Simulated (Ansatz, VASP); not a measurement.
## Two plane-wave programs on Sn2Br

```xyz
6
Lattice="0.0000 4.4894 4.4894 4.4894 0.0000 4.4894 4.4894 4.4894 0.0000" Properties=species:S:1:pos:R:3 pbc="T T T"
Sn    5.6118    5.6118    5.6118
Sn    5.6118    3.3671    3.3671
Sn    3.3671    3.3671    5.6118
Sn    3.3671    5.6118    3.3671
Br    0.0000    0.0000    0.0000
Br    2.2447    2.2447    2.2447
```

Alike in both runs: functional PBE; k mesh 4 × 4 × 4; occupations gaussian, width 0.1 eV; no spin polarisation.

Ansatz relaxed the structure, and its values are those at the end. VASP's run is a single point on that final structure, the one shown.

|  | VASP | Ansatz |
| --- | --- | --- |
| version | VASP 6.6.1 | Ansatz 0.2.0 |
| potentials or method | VASP PAW PBE potentials, release 64 (Sn_d, Br), cutoff 520 eV | scalar-relativistic, plane waves, PAW |
| valence electrons in the cell | 70 | 70 |

|  | VASP | Ansatz | Ansatz less VASP |
| --- | --- | --- | --- |
| gap on the k mesh at the Fermi level (eV) | none | none | - |
| pressure (GPa) | -0.3 | -0.3 | +0.03 |

A gap of «none» marks a metal or a gap that the smearing closes. With one functional, cell and mesh, what is left measures potentials, basis and numerics.
